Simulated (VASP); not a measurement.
# P in VASP: further runs

Runs on P. Level: PBEsol. Tasks: single point.

Program: VASP 6.6.1. These are calculated values, not measurements. Logs are shortened: lines on timing, memory, paths and dates and some standing lists are left out, and cuts for length are marked.

## Step 1: The cell of the first run

The cell holds a slab with vacuum, 4 atoms: a = 3.284 Å, b = 34.875 Å, c = 4.437 Å, α = 90.00°, β = 90.00°, γ = 90.00°.

## Step 2: Single point, PBEsol (atom 1 (P) moved -0.600 Å along Cartesian [1 1 0])

Contents of INCAR:

```
PREC = Accurate
ENCUT = 520
EDIFF = 1E-7
ISMEAR = 0
SIGMA = 0.05
LREAL = F
LASPH = T
NELM = 60
ALGO = Normal
ISIF = 2
LWAVE = F
LCHARG = F
GGA = PS
NBANDS = 18
```

Contents of KPOINTS:

```
Automatic mesh
0
Gamma
  8 1 6
```

Contents of POSCAR:

```
P
1.0
    3.2843671017      0.0000000000      0.0000000000
    0.0000000000     34.8747470704      0.0000000000
    0.0000000000      0.0000000000      4.4369100789
P
4
Direct
   -0.1291768111      0.9575222574      0.5826201292
    0.0000000000      0.0303123764      0.4173798708
    0.5000000000      0.0303123764      0.0826201292
    0.5000000000      0.9696876236      0.9173798708
```

Potentials or basis: VASP PAW PBE potentials, release 64 (P).

Run with:

```
cat potpaw_PBE.64/P/POTCAR > POTCAR
mpirun -np 1 vasp_std > vasp.out
```

OUTCAR:

```text
PREC = Accurate
   ENCUT = 520
   EDIFF = 1E-7
   ISMEAR = 0
   LREAL = F
   LASPH = T
   NELM = 60
   ISIF = 2
   GGA = PS

 ion  position               nearest neighbor table
   1  0.871  0.958  0.583-   4 1.97   4 2.58   2 2.68
   2  0.000  0.030  0.417-   3 2.21   3 2.21   1 2.68
   3  0.500  0.030  0.083-   2 2.21   2 2.21   4 2.24
   4  0.500  0.970  0.917-   1 1.97   3 2.24   1 2.58

  LATTYP: Found a simple orthorhombic cell.
 ALAT       =     3.2843671017
 B/A-ratio  =     1.3509178303
 C/A-ratio  =    10.6184071361

  Lattice vectors:

 A1 = (  -3.2843671017,   0.0000000000,   0.0000000000)
 A2 = (   0.0000000000,   0.0000000000,   4.4369100789)
 A3 = (   0.0000000000,  34.8747470704,   0.0000000000)

Analysis of symmetry for initial positions (statically):
=====================================================================
 Subroutine PRICEL returns:
 Original cell was already a primitive cell.

 Routine SETGRP: Setting up the symmetry group for a
 simple orthorhombic supercell.

 Subroutine GETGRP returns: Found  1 space group operations
 (whereof  1 operations were pure point group operations)
 out of a pool of  8 trial point group operations.

The static configuration has the point symmetry C_1 .

Analysis of symmetry for dynamics (positions and initial velocities):
=====================================================================
 Subroutine PRICEL returns:
 Original cell was already a primitive cell.

 Routine SETGRP: Setting up the symmetry group for a
 simple orthorhombic supercell.

 Subroutine GETGRP returns: Found  1 space group operations
 (whereof  1 operations were pure point group operations)
 out of a pool of  8 trial point group operations.

The dynamic configuration has the point symmetry C_1 .

 Subroutine INISYM returns: Found  1 space group operations
 (whereof  1 operations are pure point group operations),
 and found     1 'primitive' translations

----------------------------------------------------------------------------------------

                                     Primitive cell

  volume of cell :     508.2102

  direct lattice vectors                    reciprocal lattice vectors
[... 82 lines left out ...]
   PREC   = accura    normal or accurate (medium, high low for compatibility)
   ISTART =      0    job   : 0-new  1-cont  2-samecut
   ICHARG =      2    charge: 1-file 2-atom 10-const
   ISPIN  =      1    spin polarized calculation?
   LNONCOLLINEAR =      F non collinear calculations
   LSORBIT =      F    spin-orbit coupling
   LASPH  =      T    aspherical Exc in radial PAW
   ENCUT  =  520.0 eV  38.22 Ry    6.18 a.u.   6.11 64.84  8.25*2*pi/ulx,y,z
   NELM   =     60;   NELMIN=  2; NELMDL= -5     # of ELM steps
   EDIFF  = 0.1E-06   stopping-criterion for ELM
   LREAL  =      F    real-space projection
   EDIFFG = 0.1E-05   stopping-criterion for IOM
   NSW    =      0    number of steps for IOM
   IBRION =     -1    ionic relax: 0-MD 1-quasi-New 2-CG
   NFREE  =      0    steps in history (QN), initial steepest desc. (CG)
   ISIF   =      2    stress and relaxation
   ISYM   =      2    0-nonsym 1-usesym 2-fastsym
   POTIM  = 0.5000    time-step for ionic-motion
   TEBEG  =    0.0;   TEEND  =   0.0 temperature during run
   PSTRESS=    0.0 pullay stress
   NELECT =      20.0000    total number of electrons
   NUPDOWN=      -1.0000    fix difference up-down
   EMIN   =  10.00;   EMAX   =-10.00  energy-range for DOS
   EFERMI =   0.00;   METHOD = LEGACY
   ISMEAR =     0;   SIGMA  =   0.05  broadening in eV -4-tet -1-fermi 0-gaus
   EFERMI_NEDOS =   21; number of points for ismear=-14 and -15
   IALGO  =     38    algorithm
   IMIX   =      4    mixing-type and parameters
     AMIX     =   0.40;   BMIX     =  1.00
     AMIX_MAG =   1.60;   BMIX_MAG =  1.00
  volume/ion in A,a.u.               =     127.05       857.39
  Fermi-wavevector in a.u.,A,eV,Ry     =   0.556848  1.052291  4.218898  0.310080
  Thomas-Fermi vector in A             =   1.591191
   LORBIT       =      0    0 simple, 1 ext, 2 COOP (PROOUT), +10 PAW based schemes
   GGA     = PS    functional components
   LHFCALC =     F    Hartree Fock is set to
   AEXX    =    0.0000 exact exchange contribution
   IVDW    =     0    specifies the selected vdW correction
   LEPSILON=     F    determine dielectric tensor
   LRPA    =     F    only Hartree local field effects (RPA)
 non-spin polarized calculation
 Gauss-broadening in eV      SIGMA  =   0.05
  energy-cutoff  :      520.00
  volume of cell :      508.21
 maximum number of plane-waves:     13734
   NGX = 13   NGY =129   NGZ = 17

 number of electron      20.0000000 magnetization

 Free energy of the ion-electron system (eV)
  ---------------------------------------------------
  ext. energy  EPLUGINS =         0.00000000
  ---------------------------------------------------
  free energy    TOTEN  =       -21.54653916 eV

  energy without entropy =      -21.54553193  energy(sigma->0) =      -21.54603555

 E-fermi :  -3.0143     XC(G=0):  -1.8524

 val. band max:       -3.0577887295   @ k =   0.0000   0.0000   0.3333
 cond. band min:      -2.9861676951   @ k =   0.0000   0.0000   0.0000
 fundamental gap:      0.0716210344
 Fermi energy:        -3.0143235947

 k-point     1 :       0.0000    0.0000    0.0000
  band No.  band energies     occupation
      1     -18.0281      2.00000
      2     -16.0922      2.00000
      3     -11.6588      2.00000
      4      -8.8202      2.00000
      5      -8.1596      2.00000
      6      -7.6092      2.00000
[... 481 lines left out ...]
      5      -8.7336      2.00000
      6      -8.0454      2.00000
[... 10 lines left out ...]
     17       3.0226      0.00000
     18       3.4083      0.00000

 [... further k-points ...]
[... 5 lines left out ...]
  --------------------------------------------------------------------------------------
  -------------------------------------------------------------------------------------
  Total        0.7193112     -2.2927152      0.5143769     -2.2605964      0.0843020     -4.1048801
  in kB        2.2676919     -7.2279862      1.6216184     -7.1267289      0.2657693    -12.9409950
  external PRESSURE =      -1.1128919 kB  Pullay stress =       0.0000000 kB

 VOLUME and BASIS-vectors are now :
 -----------------------------------------------------------------------------
  energy-cutoff  :      520.00
  volume of cell :      508.21
      direct lattice vectors                 reciprocal lattice vectors
     3.284367102  0.000000000  0.000000000     0.304472664  0.000000000  0.000000000
     0.000000000 34.874747070  0.000000000     0.000000000  0.028674043  0.000000000
     0.000000000  0.000000000  4.436910079     0.000000000  0.000000000  0.225382075

 POSITION                                       TOTAL-FORCE (eV/Angst)
 -----------------------------------------------------------------------------------
      2.86010     33.39335      2.58503         3.434222      1.100878     -1.579478
      0.00000      1.05714      1.85188        -0.240771     -1.210609     -0.467348
      1.64218      1.05714      0.36658        -0.139294      0.353883      0.190321
      1.64218     33.81761      4.07033        -3.054157     -0.244152      1.856505
 -----------------------------------------------------------------------------------
    total drift:                               -0.000007     -0.000083     -0.000014

  FREE ENERGIE OF THE ION-ELECTRON SYSTEM (eV)
  ---------------------------------------------------
  free  energy   TOTEN  =       -21.5465391592 eV

  energy  without entropy=      -21.5455319328  energy(sigma->0) =      -21.54603555
```

OSZICAR:

```text
N       E                     dE             d eps       ncg     rms          rms(c)
DAV:   1     0.135946701554E+03    0.13595E+03   -0.55796E+03   936   0.727E+02
DAV:   2    -0.377532730918E+01   -0.13972E+03   -0.13008E+03  1538   0.130E+02
DAV:   3    -0.214912712494E+02   -0.17716E+02   -0.17632E+02  1246   0.563E+01
[... 19 lines left out ...]
DAV:  23    -0.215465373219E+02   -0.30802E-05   -0.67763E-08  1034   0.618E-04    0.102E-04
DAV:  24    -0.215465384509E+02   -0.11290E-05   -0.20776E-08  1032   0.325E-04    0.120E-04
DAV:  25    -0.215465389083E+02   -0.45743E-06   -0.54582E-09  1056   0.178E-04    0.393E-05
DAV:  26    -0.215465390919E+02   -0.18360E-06   -0.16929E-09   998   0.102E-04    0.266E-05
DAV:  27    -0.215465391592E+02   -0.67241E-07   -0.22480E-10   980   0.602E-05
   1 F= -.21546539E+02 E0= -.21546036E+02  d E =-.100723E-02
```

stdout:

```text
POSCAR found type information on POSCAR P
 POSCAR found :  1 types and       4 ions
 scaLAPACK will be used
 -----------------------------------------------------------------------------
|                                                                             |
|                                                                             |
|     You enforced a specific xc type in the INCAR file but a different       |
|     I HOPE YOU KNOW WHAT YOU ARE DOING!                                     |
|                                                                             |
 -----------------------------------------------------------------------------

 LDA part: xc-table for (Slater+PW92), standard interpolation
 POSCAR, INCAR and KPOINTS ok, starting setup
 FFT: planning ... GRIDC
 FFT: planning ... GRID_SOFT
 FFT: planning ... GRID
 WAVECAR not read
 entering main loop
```

Wall time 4.2 min (1 thread of AMD EPYC 9R45 (Zen 5), shared host); peak memory 0.55 GiB.

What came out:

```
Free energy            : -21.5465 eV
Largest force          : 3.937 eV/Å
Band gap on the k mesh : 0.07 eV (least direct gap 0.68 eV)
```

Forces on the atoms (eV/Å):
```
P    3.434  1.101 -1.579
P   -0.241 -1.211 -0.467
P   -0.139  0.354  0.190
P   -3.054 -0.244  1.857
```

Caveat: the cell differs from its parent crystal (atom 1 (P) moved -0.600 Å along Cartesian [1 1 0]); there is no dipole correction, which matters where the two faces differ; the PAW data sets were made with another functional, which shifts forces and pressure a little.

(Part 1 of 2 ends here.)
